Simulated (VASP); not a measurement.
# Na: single point with PBEsol

Na:

```
Na
1.0
    -2.05397    2.05397    2.18102
     2.05397   -2.05397    2.18102
     2.05397    2.05397   -2.18102
Na
1
Direct
  0.00000 0.00000 0.00000
```

This cell differs from its parent crystal: strain -0.030 along x and y, +0.030 along z.

```
Program                : VASP 6.6.1
Task                   : single point
Functional             : PBEsol
Potentials or basis    : VASP PAW PBE potentials, release 64 (Na_pv)
Cutoff                 : 520 eV
k mesh                 : 16 × 16 × 16
Occupations            : gaussian, width 0.15 eV
Spin                   : no spin polarisation
Dipole correction      : no
Further INCAR settings : ALGO = Normal; EDIFF = 1e-06; NBANDS = 10
```

```
Pressure : -0.1 GPa
```

Levels at points of the mesh, in eV from the Fermi level:
```tsv
k point	band 2	band 3	band 4	band 5	band 6	band 7
(0.00, 0.00, 0.00)	-24.78	-24.78	-3.29	11.51	11.51	12.37
(0.50, 0.00, 0.00)	-24.79	-24.78	0.69	1.15	8.50	9.48
(0.50, 0.50, 0.00)	-24.79	-24.78	0.91	1.42	7.75	8.72
(0.50, 0.50, 0.50)	-24.80	-24.80	4.22	4.25	4.79	5.27
```

It took 2.5 min on 1 thread of AMD EPYC 7R13, on a shared host, peak memory 0.2 GiB.

Caveat: the cell differs from its parent crystal (strain -0.030 along x and y, +0.030 along z); the PAW data sets were made with another functional, which shifts forces and pressure a little.
